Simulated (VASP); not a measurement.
# AlAs (F-43m) in VASP: notebook

Aim: see how the results for AlAs move with the level of theory and the settings. Levels: PBE, LDA. Tasks: single point.

Everything below comes from runs of VASP 6.6.1. Logs are shortened: lines on timing, memory, paths and dates and some standing lists are left out, and cuts for length are marked.

## 1. The cell of the first run

Symmetry: F-43m, No. 216, cubic system. Conventional cell: a = 5.676 Å, b = 5.676 Å, c = 5.676 Å, α = 90.00°, β = 90.00°, γ = 90.00°. Within 3.2 Å of Al (site symmetry -43m) lie 4 As at 2.46 Å. Within 3.2 Å of As (site symmetry -43m) lie 4 Al at 2.46 Å.

## 2. Single point, PBE

INCAR reads:

```
SYSTEM = AlAs
  PREC = Accurate
  ENCUT = 500
  EDIFF = 1E-6
  ISMEAR = 0
  SIGMA = 0.01
  LREAL = .FALSE.
  LASPH = .TRUE.
  NELM = 120
  ALGO = Normal
  ISIF = 2
  LWAVE = .FALSE.
  LCHARG = .TRUE.
  GGA = PE
  LELF = .TRUE.
  LVHAR = .TRUE.
  NBANDS = 11
  GGA_COMPAT = .FALSE.
```

KPOINTS reads:

```
regular mesh
0
G
  7 7 7
  0 0 0
```

POSCAR reads:

```
AlAs
1.0
    0.0000000000      2.8379010000      2.8379010000
    2.8379010000      0.0000000000      2.8379010000
    2.8379010000      2.8379010000      0.0000000000
Al As
1 1
Direct
    0.0000000000      0.0000000000      0.0000000000
    0.7500000000      0.7500000000      0.7500000000
```

Potentials or basis: VASP PAW PBE potentials, release 64 (Al, As).

Launch:

```
cat potpaw_PBE.64/Al/POTCAR potpaw_PBE.64/As/POTCAR > POTCAR
mpirun -np 1 vasp_std > vasp.out
```

OUTCAR:

```text
SYSTEM = AlAs
   PREC = Accurate
   ENCUT = 500
   EDIFF = 1E-6
   ISMEAR = 0
   LREAL = .FALSE.
   LASPH = .TRUE.
   NELM = 120
   ISIF = 2
   GGA = PE

 ion  position               nearest neighbor table
   1  0.000  0.000  0.000-   2 2.46   2 2.46   2 2.46   2 2.46
   2  0.750  0.750  0.750-   1 2.46   1 2.46   1 2.46   1 2.46

  LATTYP: Found a face centered cubic cell.
 ALAT       =     5.6758020000

  Lattice vectors:

 A1 = (   0.0000000000,   2.8379010000,   2.8379010000)
 A2 = (   2.8379010000,   0.0000000000,   2.8379010000)
 A3 = (   2.8379010000,   2.8379010000,   0.0000000000)

Analysis of symmetry for initial positions (statically):
=====================================================================
 Subroutine PRICEL returns:
 Original cell was already a primitive cell.

 Routine SETGRP: Setting up the symmetry group for a
 face centered cubic supercell.

 Subroutine GETGRP returns: Found 24 space group operations
 (whereof 24 operations were pure point group operations)
 out of a pool of 48 trial point group operations.

The static configuration has the point symmetry T_d .

Analysis of symmetry for dynamics (positions and initial velocities):
=====================================================================
 Subroutine PRICEL returns:
 Original cell was already a primitive cell.

 Routine SETGRP: Setting up the symmetry group for a
 face centered cubic supercell.

 Subroutine GETGRP returns: Found 24 space group operations
 (whereof 24 operations were pure point group operations)
 out of a pool of 48 trial point group operations.

The dynamic configuration has the point symmetry T_d .

 Subroutine INISYM returns: Found 24 space group operations
 (whereof 24 operations are pure point group operations),
 and found     1 'primitive' translations

----------------------------------------------------------------------------------------

                                     Primitive cell

  volume of cell :      45.7111

  direct lattice vectors                    reciprocal lattice vectors
     0.000000000  2.837901000  2.837901000    -0.176186555  0.176186555  0.176186555
     2.837901000  0.000000000  2.837901000     0.176186555 -0.176186555  0.176186555
     2.837901000  2.837901000  0.000000000     0.176186555  0.176186555 -0.176186555

  length of vectors
     4.013398083  4.013398083  4.013398083     0.305164064  0.305164064  0.305164064

  position of ions in fractional coordinates (direct lattice)
     0.000000000  0.000000000  0.000000000
     0.750000000  0.750000000  0.750000000

  ion indices of the primitive-cell ions
   primitive index   ion index
                 1           1
                 2           2

----------------------------------------------------------------------------------------

 KPOINTS: regular mesh

Automatic generation of k-mesh.
 Grid dimensions read from file:
 generate k-points for:    7    7    7

 Generating k-lattice:

  Cartesian coordinates                     Fractional coordinates (reciprocal lattice)
    -0.025169508  0.025169508  0.025169508     0.142857143  0.000000000  0.000000000
     0.025169508 -0.025169508  0.025169508     0.000000000  0.142857143  0.000000000
     0.025169508  0.025169508 -0.025169508     0.000000000  0.000000000  0.142857143

  Length of vectors
     0.043594866  0.043594866  0.043594866

  Shift w.r.t. Gamma in fractional coordinates (k-lattice)
     0.000000000  0.000000000  0.000000000

 Subroutine IBZKPT returns following result:
 ===========================================

 Found     20 irreducible k-points:

 Following reciprocal coordinates:
            Coordinates               Weight
  0.000000  0.000000  0.000000      1.000000
  0.142857  0.000000  0.000000      8.000000
  0.285714  0.000000  0.000000      8.000000
  0.428571  0.000000  0.000000      8.000000
  0.142857  0.142857  0.000000      6.000000
  0.285714  0.142857  0.000000     24.000000
[... 12 lines left out ...]
 -0.428571  0.428571  0.142857     24.000000
 -0.285714  0.428571  0.142857     24.000000
   k-points           NKPTS =     20   k-points in BZ     NKDIM =     20   number of bands    NBANDS=     11
   number of dos      NEDOS =    301   number of ions     NIONS =      2
   total plane-waves  NPLWV =  27000
   dimension x,y,z NGX =    30 NGY =   30 NGZ =   30
   dimension x,y,z NGXF=    60 NGYF=   60 NGZF=   60
   ions per type =               1   1
   NGX,Y,Z   is equivalent  to a cutoff of  12.43, 12.43, 12.43 a.u.
   NGXF,Y,Z  is equivalent  to a cutoff of  24.85, 24.85, 24.85 a.u.
 SYSTEM =  AlAs
   PREC   = accura    normal or accurate (medium, high low for compatibility)
   ISTART =      0    job   : 0-new  1-cont  2-samecut
   ICHARG =      2    charge: 1-file 2-atom 10-const
   ISPIN  =      1    spin polarized calculation?
   LNONCOLLINEAR =      F non collinear calculations
   LSORBIT =      F    spin-orbit coupling
   LASPH  =      T    aspherical Exc in radial PAW
   ENCUT  =  500.0 eV  36.75 Ry    6.06 a.u.   7.32  7.32  7.32*2*pi/ulx,y,z
   NELM   =    120;   NELMIN=  2; NELMDL= -5     # of ELM steps
   EDIFF  = 0.1E-05   stopping-criterion for ELM
   LREAL  =      F    real-space projection
   EDIFFG = 0.1E-04   stopping-criterion for IOM
   NSW    =      0    number of steps for IOM
   IBRION =     -1    ionic relax: 0-MD 1-quasi-New 2-CG
   NFREE  =      0    steps in history (QN), initial steepest desc. (CG)
   ISIF   =      2    stress and relaxation
   ISYM   =      2    0-nonsym 1-usesym 2-fastsym
   POTIM  = 0.5000    time-step for ionic-motion
   TEBEG  =    0.0;   TEEND  =   0.0 temperature during run
   PSTRESS=    0.0 pullay stress
   NELECT =       8.0000    total number of electrons
   NUPDOWN=      -1.0000    fix difference up-down
   EMIN   =  10.00;   EMAX   =-10.00  energy-range for DOS
   EFERMI =   0.00;   METHOD = LEGACY
   ISMEAR =     0;   SIGMA  =   0.01  broadening in eV -4-tet -1-fermi 0-gaus
   EFERMI_NEDOS =   21; number of points for ismear=-14 and -15
   IALGO  =     38    algorithm
   IMIX   =      4    mixing-type and parameters
     AMIX     =   0.40;   BMIX     =  1.00
     AMIX_MAG =   1.60;   BMIX_MAG =  1.00
  volume/ion in A,a.u.               =      22.86       154.24
  Fermi-wavevector in a.u.,A,eV,Ry     =   0.915723  1.730466 11.409153  0.838549
  Thomas-Fermi vector in A             =   2.040497
   LORBIT       =      0    0 simple, 1 ext, 2 COOP (PROOUT), +10 PAW based schemes
   GGA     = PE    functional components
   LHFCALC =     F    Hartree Fock is set to
   AEXX    =    0.0000 exact exchange contribution
   IVDW    =     0    specifies the selected vdW correction
   LEPSILON=     F    determine dielectric tensor
   LRPA    =     F    only Hartree local field effects (RPA)
 non-spin polarized calculation
 Gauss-broadening in eV      SIGMA  =   0.01
  energy-cutoff  :      500.00
  volume of cell :       45.71
 maximum number of plane-waves:      1211
 NGX is ok and might be reduce to    30
   NGX = 15   NGY = 15   NGZ = 15

 number of electron       8.0000000 magnetization

 Free energy of the ion-electron system (eV)
  ---------------------------------------------------
  ext. energy  EPLUGINS =         0.00000000
  ---------------------------------------------------
  free energy    TOTEN  =        -9.37622824 eV

  energy without entropy =       -9.37622824  energy(sigma->0) =       -9.37622824

 E-fermi :   3.9279     XC(G=0):  -9.0100

 val. band max:        3.8236963106   @ k =   0.0000   0.0000   0.0000
 cond. band min:       5.3793736561   @ k =   0.4286   0.4286   0.0000
 fundamental gap:      1.5556773455
 Fermi energy:         3.9278939405

 k-point     1 :       0.0000    0.0000    0.0000
  band No.  band energies     occupation
      1      -7.9968      2.00000
      2       3.8237      2.00000
      3       3.8237      2.00000
      4       3.8237      2.00000
      5       5.8214      0.00000
      6       8.0962      0.00000
      7       8.0962      0.00000
      8       8.0962      0.00000
      9      12.6510      0.00000
     10      12.8185      0.00000
     11      12.8185      0.00000

 k-point     2 :       0.1429    0.0000    0.0000
  band No.  band energies     occupation
      1      -7.8000      2.00000
      2       2.1134      2.00000
      3       3.6218      2.00000
      4       3.6218      2.00000
      5       6.6100      0.00000
      6       8.4433      0.00000
      7       8.4433      0.00000
      8       8.6829      0.00000
      9      12.1320      0.00000
     10      12.1320      0.00000
     11      13.4827      0.00000

 k-point     3 :       0.2857    0.0000    0.0000
  band No.  band energies     occupation
      1      -7.2718      2.00000
      2      -0.0480      2.00000
      3       3.2630      2.00000
      4       3.2630      2.00000
      5       6.2969      0.00000
      6       8.7225      0.00000
      7       8.7225      0.00000
      8      10.7519      0.00000
      9      12.3548      0.00000
     10      12.3548      0.00000
     11      13.0851      0.00000

 k-point     4 :       0.4286    0.0000    0.0000
  band No.  band energies     occupation
      1      -6.6977      2.00000
      2      -1.4983      2.00000
      3       3.0340      2.00000
      4       3.0340      2.00000
      5       5.9795      0.00000
      6       8.5378      0.00000
      7       8.5378      0.00000
      8      11.5688      0.00000
      9      14.2479      0.00000
     10      14.2520      0.00000
     11      14.2520      0.00000
[... 183 lines left out ...]
 k-point    18 :      -0.4286    0.2857    0.1429
  band No.  band energies     occupation
      1      -6.3547      2.00000
      2      -1.2016      2.00000
      3       0.9685      2.00000
      4       2.1637      2.00000
      5       7.5919      0.00000
      6       8.2552      0.00000
      7      10.0072      0.00000
      8      11.2310      0.00000
      9      12.7569      0.00000
     10      14.3964      0.00000
     11      16.2861      0.00000

 k-point    19 :      -0.4286    0.4286    0.1429
  band No.  band energies     occupation
      1      -6.1538      2.00000
      2      -1.2579      2.00000
      3       1.0576      2.00000
      4       1.4530      2.00000
      5       6.7006      0.00000
      6       7.5994      0.00000
      7      10.6401      0.00000
      8      13.0292      0.00000
      9      13.6113      0.00000
     10      15.3038      0.00000
     11      17.0288      0.00000

 k-point    20 :      -0.2857    0.4286    0.1429
  band No.  band energies     occupation
      1      -6.0722      2.00000
      2      -1.2464      2.00000
      3       0.4721      2.00000
      4       1.5292      2.00000
      5       7.3306      0.00000
      6       9.3451      0.00000
      7      10.1156      0.00000
      8      10.6157      0.00000
      9      13.4208      0.00000
     10      14.7663      0.00000
     11      17.4348      0.00000

------------------------ aborting loop because EDIFF is reached ----------------------------------------

  FORCE on cell =-STRESS in cart. coord.  units (eV):
  Direction    XX          YY          ZZ          XY          YZ          ZX
  --------------------------------------------------------------------------------------
  -------------------------------------------------------------------------------------
  Total        0.6153180      0.6153180      0.6153180      0.0000000      0.0000000     -0.0000000
  in kB       21.5669366     21.5669366     21.5669366      0.0000000      0.0000000     -0.0000000
  external PRESSURE =      21.5669366 kB  Pullay stress =       0.0000000 kB

 VOLUME and BASIS-vectors are now :
 -----------------------------------------------------------------------------
  energy-cutoff  :      500.00
  volume of cell :       45.71
      direct lattice vectors                 reciprocal lattice vectors
     0.000000000  2.837901000  2.837901000    -0.176186555  0.176186555  0.176186555
     2.837901000  0.000000000  2.837901000     0.176186555 -0.176186555  0.176186555
     2.837901000  2.837901000  0.000000000     0.176186555  0.176186555 -0.176186555

 POSITION                                       TOTAL-FORCE (eV/Angst)
 -----------------------------------------------------------------------------------
      0.00000      0.00000      0.00000         0.000000      0.000000      0.000000
      4.25685      4.25685      4.25685         0.000000     -0.000000     -0.000000
 -----------------------------------------------------------------------------------
    total drift:                                0.000000      0.000000      0.000000

  FREE ENERGIE OF THE ION-ELECTRON SYSTEM (eV)
  ---------------------------------------------------
  free  energy   TOTEN  =        -9.3762282364 eV

  energy  without entropy=       -9.3762282364  energy(sigma->0) =       -9.37622824
```

It took 6.5 s on 1 thread of AMD EPYC 9R45 (Zen 5), shared host; peak memory 0.13 GiB.

What came out:

| Item | Value |
| --- | --- |
| Free energy | -9.3762 eV |
| Pressure | 2.2 GPa |
| Band gap on the k mesh | 1.56 eV, indirect (least direct gap 2.00 eV) |

Levels at points of the mesh, in eV from the valence-band top:
| k point | band 1 | band 2 | band 3 | band 4 | band 5 | band 6 | band 7 | band 8 |
| --- | --- | --- | --- | --- | --- | --- | --- | --- |
| (0.00, 0.00, 0.00) | -11.82 | 0.00 | 0.00 | 0.00 | 2.00 | 4.27 | 4.27 | 4.27 |

A k mesh can miss the band edges. A hybrid or GW would open this gap; PBE tends to underestimate it.

## 3. Single point, LDA

INCAR reads:

```
SYSTEM = AlAs
PREC     = Accurate       ! precision mode
ENCUT    = 500            ! plane-wave cutoff, eV
EDIFF    = 1E-6           ! SCF threshold, eV
ISMEAR   = 0              ! smearing method
SIGMA    = 0.01           ! smearing width, eV
LREAL    = .FALSE.        ! projectors in reciprocal space
LASPH    = .TRUE.         ! aspherical terms in the spheres
NELM     = 120            ! most SCF steps
ALGO     = Normal         ! electronic algorithm
ISIF     = 2              ! what is computed and relaxed
LWAVE    = .FALSE.        ! write WAVECAR
LCHARG   = .TRUE.         ! write CHGCAR
LELF     = .TRUE.         ! ELF
LVHAR    = .TRUE.       
NBANDS   = 11             ! bands
GGA_COMPAT= .FALSE.
```

KPOINTS reads:

```
Automatic mesh
0
G
  7 7 7
  0 0 0
```

POSCAR is that of step 2.

Potentials or basis: VASP PAW LDA potentials, release 64 (Al, As).

Launch:

```
cat potpaw_LDA.64/Al/POTCAR potpaw_LDA.64/As/POTCAR > POTCAR
mpirun -np 1 vasp_std > vasp.out
```

OUTCAR:

```text
SYSTEM = AlAs
   PREC = Accurate
   ENCUT = 500
   EDIFF = 1E-6
   ISMEAR = 0
   LREAL = .FALSE.
   LASPH = .TRUE.
   NELM = 120
   ISIF = 2

 ion  position               nearest neighbor table
   1  0.000  0.000  0.000-   2 2.46   2 2.46   2 2.46   2 2.46
   2  0.750  0.750  0.750-   1 2.46   1 2.46   1 2.46   1 2.46

  LATTYP: Found a face centered cubic cell.
 ALAT       =     5.6758020000

  Lattice vectors:

 A1 = (   0.0000000000,   2.8379010000,   2.8379010000)
 A2 = (   2.8379010000,   0.0000000000,   2.8379010000)
 A3 = (   2.8379010000,   2.8379010000,   0.0000000000)

Analysis of symmetry for initial positions (statically):
=====================================================================
 Subroutine PRICEL returns:
 Original cell was already a primitive cell.

 Routine SETGRP: Setting up the symmetry group for a
 face centered cubic supercell.

 Subroutine GETGRP returns: Found 24 space group operations
 (whereof 24 operations were pure point group operations)
 out of a pool of 48 trial point group operations.

The static configuration has the point symmetry T_d .

Analysis of symmetry for dynamics (positions and initial velocities):
=====================================================================
[... 169 lines left out ...]
      7       7.9466      0.00000
      8       7.9466      0.00000
      9      12.2970      0.00000
     10      12.7325      0.00000
     11      12.7325      0.00000
[... 253 lines left out ...]
 k-point    20 :      -0.2857    0.4286    0.1429
  band No.  band energies     occupation
      1      -6.2207      2.00000
      2      -1.3667      2.00000
      3       0.3382      2.00000
      4       1.4075      2.00000
      5       7.1392      0.00000
      6       9.1536      0.00000
      7       9.9223      0.00000
      8      10.4206      0.00000
      9      13.2085      0.00000
     10      14.5939      0.00000
     11      17.2196      0.00000

------------------------ aborting loop because EDIFF is reached ----------------------------------------

  FORCE on cell =-STRESS in cart. coord.  units (eV):
  Direction    XX          YY          ZZ          XY          YZ          ZX
  --------------------------------------------------------------------------------------
  -------------------------------------------------------------------------------------
  Total       -0.4173977     -0.4173977     -0.4173977     -0.0000000      0.0000000     -0.0000000
  in kB      -14.6298187    -14.6298187    -14.6298187     -0.0000000      0.0000000     -0.0000000
  external PRESSURE =     -14.6298187 kB  Pullay stress =       0.0000000 kB

 VOLUME and BASIS-vectors are now :
 -----------------------------------------------------------------------------
  energy-cutoff  :      500.00
  volume of cell :       45.71
      direct lattice vectors                 reciprocal lattice vectors
     0.000000000  2.837901000  2.837901000    -0.176186555  0.176186555  0.176186555
     2.837901000  0.000000000  2.837901000     0.176186555 -0.176186555  0.176186555
     2.837901000  2.837901000  0.000000000     0.176186555  0.176186555 -0.176186555

 POSITION                                       TOTAL-FORCE (eV/Angst)
 -----------------------------------------------------------------------------------
      0.00000      0.00000      0.00000         0.000000      0.000000      0.000000
      4.25685      4.25685      4.25685        -0.000000     -0.000000     -0.000000
 -----------------------------------------------------------------------------------
    total drift:                                0.000000      0.000000      0.000000

  FREE ENERGIE OF THE ION-ELECTRON SYSTEM (eV)
  ---------------------------------------------------
  free  energy   TOTEN  =       -10.5069756420 eV

  energy  without entropy=      -10.5069756420  energy(sigma->0) =      -10.50697564
```

OSZICAR:

```text
N       E                     dE             d eps       ncg     rms          rms(c)
DAV:   1     0.129909192740E+02    0.12991E+02   -0.28816E+03   440   0.526E+02
DAV:   2    -0.975411580868E+01   -0.22745E+02   -0.21216E+02   567   0.884E+01
DAV:   3    -0.108129481181E+02   -0.10588E+01   -0.10564E+01   536   0.189E+01
DAV:   4    -0.108213350446E+02   -0.83869E-02   -0.83865E-02   508   0.201E+00
DAV:   5    -0.108214486026E+02   -0.11356E-03   -0.11356E-03   562   0.233E-01    0.334E+00
DAV:   6    -0.105662391194E+02    0.25521E+00   -0.41775E-01   491   0.230E+00    0.188E+00
DAV:   7    -0.105106530777E+02    0.55586E-01   -0.18424E-01   519   0.162E+00    0.657E-01
DAV:   8    -0.105070100130E+02    0.36431E-02   -0.13299E-02   491   0.526E-01    0.920E-02
DAV:   9    -0.105069621468E+02    0.47866E-04   -0.81274E-04   503   0.141E-01    0.408E-02
DAV:  10    -0.105069735963E+02   -0.11449E-04   -0.30158E-05   497   0.293E-02    0.135E-02
DAV:  11    -0.105069761342E+02   -0.25379E-05   -0.66594E-06   503   0.119E-02    0.687E-03
DAV:  12    -0.105069756420E+02    0.49220E-06   -0.17877E-06   282   0.523E-03
   1 F= -.10506976E+02 E0= -.10506976E+02  d E =-.200313E-53
```

stdout:

```text
POSCAR found type information on POSCAR AlAs
 POSCAR found :  2 types and       2 ions
 scaLAPACK will be used
 LDA part: xc-table for (Slater(with rela. corr.)+CA(PZ))
 , standard interpolation
 POSCAR, INCAR and KPOINTS ok, starting setup
 FFT: planning ... GRIDC
 FFT: planning ... GRID_SOFT
 FFT: planning ... GRID
 WAVECAR not read
 entering main loop
```

Wall time 5.7 s (1 thread of AMD EPYC 9R45 (Zen 5), shared host); peak memory 0.11 GiB.

Results:

```yaml
Free_energy: -10.5070 eV
Pressure: -1.5 GPa
Band_gap_on_the_k_mesh: 1.46 eV, indirect (least direct gap 1.82 eV)
```

A k mesh can miss the band edges.

(Part 1 of 2 ends here.)
